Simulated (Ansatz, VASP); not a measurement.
## TiTe2, level by level in two programs

```
Te Ti
1.0
     3.77700    0.00000    0.00000
    -1.88850    3.27098    0.00000
     0.00000    0.00000    6.49800
Te Ti
2 1
Direct
  0.33333 0.66667 0.73720
  0.66667 0.33333 0.26280
  0.00000 0.00000 0.00000
```

Single points on this cell with VASP 6.6.1 and Ansatz 0.2.0. Each row is one pair of runs. Alike in all rows: spin: off; VASP's potentials, cutoff: VASP PAW PBE potentials, release 64 (Te, Ti_sv), 520 eV.

```tsv
level	k mesh	smearing	Ansatz's potentials, cutoff	gap on the k mesh at the Fermi level (eV), VASP	gap on the k mesh at the Fermi level (eV), Ansatz	pressure (GPa), VASP	pressure (GPa), Ansatz	rms of the force components (eV/Å), VASP	rms of the force components (eV/Å), Ansatz
PBE	8 × 8 × 4	gaussian, width 0.03 eV	Ansatz PAW, 420 eV	none	none	0.9	0.9	0.008	0.004
r2SCAN0	4 × 4 × 2	fermi-dirac, width 0.05 eV	Ansatz PAW, 500 eV	?	none	?	-0.5	?	0.193
r2SCANh	4 × 4 × 2	fermi-dirac, width 0.05 eV	Ansatz PAW, 500 eV	none	none	0.3	0.3	0.120	0.129
r2SCAN50	4 × 4 × 2	fermi-dirac, width 0.05 eV	Ansatz PAW, 500 eV	none	none	-2.0	-0.3	0.328	0.314
HF	4 × 4 × 2	fermi-dirac, width 0.05 eV	Ansatz PAW, 420 eV	4.86	4.29	5.5	9.7	0.482	0.367
r2SCAN-based global hybrid	5 × 5 × 3	fermi-dirac, width 0.05 eV	Ansatz PAW, 500 eV	none	none	0.4	0.4	0.138	0.145
```

Task: Fill in what VASP gave in row 2.

Result: gap on the k mesh at the Fermi level (eV): none; pressure (GPa): -0.5; rms of the force components (eV/Å): 0.208.

VASP's potentials hold 24 valence electrons a cell and Ansatz's 44, so a difference there can come from the potentials and not from the codes.

A gap of «none» marks a metal or a gap that the smearing closes.

The k mesh is coarse in some rows, so the values compare programs but aren't converged. Spin-orbit coupling is off throughout.
